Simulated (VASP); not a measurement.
# Co (Fm-3m) in VASP: a series of runs

Co is run at these levels: PBE; tasks: single point.

Program: VASP 6.6.1. These are calculated values, not measurements. Logs are shortened: lines on timing, memory, paths and dates and some standing lists are left out, and cuts for length are marked.

## 1. The cell of the first run

It takes space group Fm-3m (No. 225, cubic). Conventional cell: a = 3.615 Å, b = 3.615 Å, c = 3.615 Å, α = 90.00°, β = 90.00°, γ = 90.00°. Within 3.4 Å of Co (site symmetry m-3m) lie 12 Co at 2.56 Å.

This isn't the form of Co at room conditions, which is hcp.

## 2. Single point, PBE, collinear spin, ferromagnetic start

File INCAR:

```
SYSTEM = Co
PREC = Accurate
ENCUT = 520
EDIFF = 1E-6
ISMEAR = -1
SIGMA = 0.05
LREAL = .FALSE.
LASPH = .TRUE.
NELM = 150
ALGO = Normal
ISIF = 2
LWAVE = .FALSE.
LCHARG = .FALSE.
ISPIN = 2
MAGMOM = 1.95 1.95
LORBIT = 11
LMAXMIX = 4
GGA = PE
NBANDS = 20
ISYM = 0
```

File KPOINTS:

```
regular mesh
0
G
  11 7 9
  0 0 0
```

File POSCAR:

```
Co
1.0
    0.0000000000     -1.8074000000     -1.8074000000
   -3.6148000000     -1.8074000000     -1.8074000000
    0.0000000000      1.8074000000     -1.8074000000
Co
2
Direct
    0.0000000000      0.0000000000      0.0000000000
    0.0000000000      0.5000000000      0.5000000000
```

Potentials or basis: VASP PAW PBE potentials, release 64 (Co).

Command:

```
cat potpaw_PBE.64/Co/POTCAR > POTCAR
mpirun -np 1 vasp_std > vasp.out
```

OUTCAR:

```text
SYSTEM = Co
   PREC = Accurate
   ENCUT = 520
   EDIFF = 1E-6
   ISMEAR = -1
   LREAL = .FALSE.
   LASPH = .TRUE.
   NELM = 150
   ISIF = 2
   ISPIN = 2
   LORBIT = 11
   GGA = PE
   ISYM = 0

 ion  position               nearest neighbor table
   1  0.000  0.000  0.000-   2 2.56   2 2.56   2 2.56   2 2.56   2 2.56   2 2.56   2 2.56   2 2.56

   2  0.000  0.500  0.500-   1 2.56   1 2.56   1 2.56   1 2.56   1 2.56   1 2.56   1 2.56   1 2.56

IMPORTANT INFORMATION: All symmetrisations will be switched off!
NOSYMM: (Re-)initialisation of all symmetry stuff for point group C_1.

----------------------------------------------------------------------------------------

                                     Primitive cell

  volume of cell :      23.6169

  direct lattice vectors                    reciprocal lattice vectors
     0.000000000 -1.807400000 -1.807400000     0.276640478 -0.276640478 -0.276640478
    -3.614800000 -1.807400000 -1.807400000    -0.276640478  0.000000000  0.000000000
     0.000000000  1.807400000 -1.807400000     0.000000000  0.276640478 -0.276640478

  length of vectors
     2.556049593  4.427207761  2.556049593     0.479155363  0.276640478  0.391228716

  position of ions in fractional coordinates (direct lattice)
     0.000000000  0.000000000  0.000000000
     0.000000000  0.500000000  0.500000000

  ion indices of the primitive-cell ions
   primitive index   ion index
                 1           1
                 2           2

----------------------------------------------------------------------------------------

 KPOINTS: regular mesh

Automatic generation of k-mesh.
 Grid dimensions read from file:
 generate k-points for:   11    7    9

 Generating k-lattice:

  Cartesian coordinates                     Fractional coordinates (reciprocal lattice)
     0.025149134 -0.025149134 -0.025149134     0.090909091  0.000000000  0.000000000
    -0.039520068  0.000000000  0.000000000     0.000000000  0.142857143  0.000000000
     0.000000000  0.030737831 -0.030737831     0.000000000  0.000000000  0.111111111

  Length of vectors
     0.043559578  0.039520068  0.043469857

  Shift w.r.t. Gamma in fractional coordinates (k-lattice)
     0.000000000  0.000000000  0.000000000

 -----------------------------------------------------------------------------
|                                                                             |
|           W    W    AA    RRRRR   N    N  II  N    N   GGGG   !!!           |
|           W    W   A  A   R    R  NN   N  II  NN   N  G    G  !!!           |
|           W    W  A    A  R    R  N N  N  II  N N  N  G       !!!           |
|           W WW W  AAAAAA  RRRRR   N  N N  II  N  N N  G  GGG   !            |
|           WW  WW  A    A  R   R   N   NN  II  N   NN  G    G                |
|           W    W  A    A  R    R  N    N  II  N    N   GGGG   !!!           |
|                                                                             |
|     Your reciprocal lattice and k-lattice belong to different lattice       |
|     classes:                                                                |
|                                                                             |
|        The reciprocal lattice is simple tetragonal,                         |
|        whereas your k-lattice is simple monoclinic.                         |
|                                                                             |
|     Results are often still useful ...                                      |
|                                                                             |
 -----------------------------------------------------------------------------

 WARNING: IBZKPT: internal override: KBLOWUP is changed to .FALSE.
      ... skipping the blow-up phase ...

 Subroutine IBZKPT returns following result:
 ===========================================

 Found    347 irreducible k-points:

 Following reciprocal coordinates:
            Coordinates               Weight
  0.000000  0.000000  0.000000      1.000000
  0.090909  0.000000  0.000000      2.000000
  0.181818  0.000000  0.000000      2.000000
  0.272727  0.000000  0.000000      2.000000
  0.363636  0.000000  0.000000      2.000000
  0.454545  0.000000  0.000000      2.000000
[... 16 lines left out ...]
  0.454545  0.285714  0.000000      2.000000
 -0.454545  0.285714  0.000000      2.000000
 [... further k-points ...]
   k-points           NKPTS =    347   k-points in BZ     NKDIM =    347   number of bands    NBANDS=     20
   number of dos      NEDOS =    301   number of ions     NIONS =      2
   total plane-waves  NPLWV =  14400
   dimension x,y,z NGX =    20 NGY =   36 NGZ =   20
   dimension x,y,z NGXF=    40 NGYF=   72 NGZF=   40
   ions per type =               2
   NGX,Y,Z   is equivalent  to a cutoff of  13.01, 13.52, 13.01 a.u.
   NGXF,Y,Z  is equivalent  to a cutoff of  26.02, 27.04, 26.02 a.u.
 SYSTEM =  Co
   PREC   = accura    normal or accurate (medium, high low for compatibility)
   ISTART =      0    job   : 0-new  1-cont  2-samecut
   ICHARG =      2    charge: 1-file 2-atom 10-const
   ISPIN  =      2    spin polarized calculation?
   LNONCOLLINEAR =      F non collinear calculations
   LSORBIT =      F    spin-orbit coupling
   LASPH  =      T    aspherical Exc in radial PAW
   ENCUT  =  520.0 eV  38.22 Ry    6.18 a.u.   4.75  8.23  4.75*2*pi/ulx,y,z
   NELM   =    150;   NELMIN=  2; NELMDL= -5     # of ELM steps
   EDIFF  = 0.1E-05   stopping-criterion for ELM
   LREAL  =      F    real-space projection
   EDIFFG = 0.1E-04   stopping-criterion for IOM
   NSW    =      0    number of steps for IOM
   IBRION =     -1    ionic relax: 0-MD 1-quasi-New 2-CG
   NFREE  =      0    steps in history (QN), initial steepest desc. (CG)
   ISIF   =      2    stress and relaxation
   ISYM   =      0    0-nonsym 1-usesym 2-fastsym
   POTIM  = 0.5000    time-step for ionic-motion
   TEBEG  =    0.0;   TEEND  =   0.0 temperature during run
   PSTRESS=    0.0 pullay stress
   NELECT =      18.0000    total number of electrons
   NUPDOWN=      -1.0000    fix difference up-down
   EMIN   =  10.00;   EMAX   =-10.00  energy-range for DOS
   EFERMI =   0.00;   METHOD = LEGACY
   ISMEAR =    -1;   SIGMA  =   0.05  broadening in eV -4-tet -1-fermi 0-gaus
   EFERMI_NEDOS =   21; number of points for ismear=-14 and -15
   IALGO  =     38    algorithm
   IMIX   =      4    mixing-type and parameters
     AMIX     =   0.40;   BMIX     =  1.00
     AMIX_MAG =   1.60;   BMIX_MAG =  1.00
  volume/ion in A,a.u.               =      11.81        79.69
  Fermi-wavevector in a.u.,A,eV,Ry     =   1.495402  2.825901 30.425731  2.236228
  Thomas-Fermi vector in A             =   2.607552
   LORBIT       =     11    0 simple, 1 ext, 2 COOP (PROOUT), +10 PAW based schemes
   GGA     = PE    functional components
   LHFCALC =     F    Hartree Fock is set to
   AEXX    =    0.0000 exact exchange contribution
   IVDW    =     0    specifies the selected vdW correction
   LEPSILON=     F    determine dielectric tensor
   LRPA    =     F    only Hartree local field effects (RPA)
 spin polarized calculation
  energy-cutoff  :      520.00
  volume of cell :       23.62
 maximum number of plane-waves:       657
   NGX =  9   NGY = 17   NGZ =  9

 number of electron      17.9999999 magnetization       3.3622765

 Free energy of the ion-electron system (eV)
  ---------------------------------------------------
  ext. energy  EPLUGINS =         0.00000000
  ---------------------------------------------------
  free energy    TOTEN  =       -13.95513443 eV

  energy without entropy =      -13.93276402  energy(sigma->0) =      -13.94394923

 E-fermi :   9.2276     XC(G=0): -12.9148

 val. band max:        9.2242380766   @ k =  -0.1818   0.4286   0.1111
 cond. band min:       9.2339610157   @ k =   0.1818  -0.0000   0.1111
 fundamental gap:      0.0097229391
 Fermi energy:         9.2275874735

 spin component 1

 k-point     1 :       0.0000    0.0000    0.0000
  band No.  band energies     occupation
      1       0.6813      1.00000
      2       4.3141      1.00000
      3       4.9045      1.00000
      4       6.5978      1.00000
      5       6.5981      1.00000
      6       6.6006      1.00000
[... 12 lines left out ...]
     19      35.2261      0.00000
     20      35.2282      0.00000

 k-point     2 :       0.0909    0.0000    0.0000
  band No.  band energies     occupation
      1       0.9880      1.00000
      2       4.4373      1.00000
      3       5.0065      1.00000
      4       6.5223      1.00000
      5       6.6643      1.00000
      6       6.6666      1.00000
[... 498 lines left out ...]
 k-point    24 :      -0.4545    0.2857    0.0000
  band No.  band energies     occupation
      1       4.4183      1.00000
      2       4.7573      1.00000
      3       6.1881      1.00000
      4       6.4254      1.00000
      5       6.6372      1.00000
      6       6.7240      1.00000
[... 12 lines left out ...]
     19      31.6823      0.00000
     20      32.7067      0.00000

 [... further k-points ...]

 spin component 2

 k-point     1 :       0.0000    0.0000    0.0000
  band No.  band energies     occupation
      1       0.6784      1.00000
      2       5.5694      1.00000
      3       6.1984      1.00000
      4       8.1996      1.00000
      5       8.2010      1.00000
      6       8.2042      1.00000
[... 12 lines left out ...]
     19      35.3966      0.00000
     20      35.3990      0.00000

 k-point     2 :       0.0909    0.0000    0.0000
  band No.  band energies     occupation
      1       0.9863      1.00000
      2       5.6774      1.00000
      3       6.3015      1.00000
      4       8.0983      1.00000
      5       8.2755      1.00000
      6       8.2785      1.00000
[... 498 lines left out ...]
 k-point    24 :      -0.4545    0.2857    0.0000
  band No.  band energies     occupation
      1       5.0645      1.00000
      2       5.6786      1.00000
      3       7.7079      1.00000
      4       7.8037      1.00000
      5       8.1009      1.00000
      6       8.1618      1.00000
[... 12 lines left out ...]
     19      31.6611      0.00000
     20      33.0428      0.00000

 [... further k-points ...]

------------------------ aborting loop because EDIFF is reached ----------------------------------------

  FORCE on cell =-STRESS in cart. coord.  units (eV):
  Direction    XX          YY          ZZ          XY          YZ          ZX
  --------------------------------------------------------------------------------------
  -------------------------------------------------------------------------------------
  Total       -2.0989817     -2.1136788     -2.1136760     -0.0109765     -0.0194510     -0.0109756
  in kB     -142.3955462   -143.3926023   -143.3924117     -0.7446486     -1.3195595     -0.7445871
  external PRESSURE =    -143.0601868 kB  Pullay stress =       0.0000000 kB

 VOLUME and BASIS-vectors are now :
 -----------------------------------------------------------------------------
  energy-cutoff  :      520.00
  volume of cell :       23.62
      direct lattice vectors                 reciprocal lattice vectors
     0.000000000 -1.807400000 -1.807400000     0.276640478 -0.276640478 -0.276640478
    -3.614800000 -1.807400000 -1.807400000    -0.276640478  0.000000000  0.000000000
     0.000000000  1.807400000 -1.807400000     0.000000000  0.276640478 -0.276640478

 POSITION                                       TOTAL-FORCE (eV/Angst)
 -----------------------------------------------------------------------------------
      0.00000      0.00000      0.00000        -0.000000      0.000000      0.000000
     -1.80740      0.00000     -1.80740         0.000000     -0.000000     -0.000000
 -----------------------------------------------------------------------------------
    total drift:                               -0.000000     -0.000000     -0.000001

  FREE ENERGIE OF THE ION-ELECTRON SYSTEM (eV)
  ---------------------------------------------------
  free  energy   TOTEN  =       -13.9551344348 eV

  energy  without entropy=      -13.9327640203  energy(sigma->0) =      -13.94394923

 total charge

# of ion       s       p       d       tot
------------------------------------------
    1        0.456   0.455   7.208   8.119
    2        0.456   0.455   7.208   8.119
--------------------------------------------------
tot          0.912   0.910  14.416  16.238

 magnetization (x)

# of ion       s       p       d       tot
------------------------------------------
    1       -0.012  -0.048   1.774   1.715
    2       -0.012  -0.048   1.774   1.715
--------------------------------------------------
tot         -0.024  -0.096   3.549   3.429
```

Run time: 2.6 min. Hardware: 1 thread of Intel Xeon 6975P-C (Granite Rapids), shared host; peak memory 0.32 GiB.

What came out:

| Item | Value |
| --- | --- |
| Free energy | -13.9551 eV |
| Pressure | -14.3 GPa |
| Net moment | 3.36 μB per cell |
| Site moments | Co +1.72 μB |
| Valence electrons inside the program's atomic spheres | Co 8.12 |

Stress tensor (GPa, compression positive):
```
-14.24  -0.07  -0.07
 -0.07 -14.34  -0.13
 -0.07  -0.13 -14.34
```

Levels at points of the mesh, in eV from the Fermi level:
Spin up:
```tsv
k point	band 8	band 9	band 10	band 11	band 12	band 13	band 14	band 15
(0.00, 0.00, 0.00)	-1.76	-1.07	-0.70	-0.70	2.35	8.70	14.02	14.02
```
Spin down:
```
           k point  band 4  band 5  band 6  band 7  band 8  band 9  band 10  band 11  band 12  band 13
(0.00, 0.00, 0.00)   -1.03   -1.03   -1.02    0.30    0.30    1.08     1.14     1.14     2.33     9.60
```

Caveat: the cell stands under tension.

(Continued in part 2 of 2.)
